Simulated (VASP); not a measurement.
Input of a VASP 6.6.1 run:

File INCAR:

```
SYSTEM = Li
PREC = Accurate ; ENCUT = 520
EDIFF = 1E-6 ; ISMEAR = -1
SIGMA = 0.05 ; LREAL = .FALSE.
LASPH = .TRUE. ; NELM = 60
ALGO = Normal ; ISIF = 2
LWAVE = .FALSE. ; LCHARG = .FALSE.
GGA = B5 ; ALDAX = 1.0
AGGAX = 1.0 ; AGGAC = 1.0
ALDAC = 0.0 ; IVDW = 13
VDW_S6 = 1.0 ; VDW_S8 = 2.34076671
VDW_A1 = 0.44488865 ; VDW_A2 = 4.0933009
NBANDS = 8
```

File KPOINTS:

```
Automatic mesh
0
G
  11 11 11
  0 0 0
```

POSCAR

```
Li
1.0
   -1.6985036573      1.6985036573      1.6985036573
    1.6985036573     -1.6985036573      1.6985036573
    1.6985036573      1.6985036573     -1.6985036573
Li
1
Direct
    0.0000000000      0.0000000000      0.0000000000
```

Potentials or basis: VASP PAW PBE potentials, release 64 (Li_sv).

The run is started by

```sh
$ cat potpaw_PBE.64/Li_sv/POTCAR > POTCAR
$ mpirun -np 1 vasp_std > vasp.out
```

(1) Predict the dispersion energy per atom.

## Answers

(1) -0.038 eV.
